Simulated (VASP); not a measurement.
Runs of VASP 6.6.1 on Al2O3. The structure is that of space group R-3c (No. 167), or close to it. The cells are those of the table. 

| cell | gap on the mesh (eV) | pressure (GPa) | largest force (eV/Å) |
| --- | --- | --- | --- |
| a = 5.449 Å, angles 50.1°, 10 atoms | 5.12 | 1.5 | 0.93 |
| a = 5.180 Å, angles 55.3°, 10 atoms | 6.00 | 1.3 | 1.88 |
| a = 4.928 Å, angles 61.6°, 10 atoms | 4.49 | -0.3 | 1.34 |
| a = 5.313 Å, angles 52.6°, 10 atoms | (a) | 1.2 | 1.30 |
| a = 4.811 Å, angles 65.1°, 10 atoms | 3.55 | 0.7 | (b) |

Alike in all rows: task single point; level PBE; potentials or basis VASP PAW PBE potentials, release 64 (Al, O); no spin polarisation; k mesh 6 × 6 × 6; cutoff (eV) 520; smearing gaussian 0.05 eV.

Fill in the values left out.

(a) 5.70; (b) 2.50.

Caveats: forces of over 1 eV/Å act on the atoms, so gaps and moduli don't describe the material at rest (some runs).

A k mesh can miss the band edges.
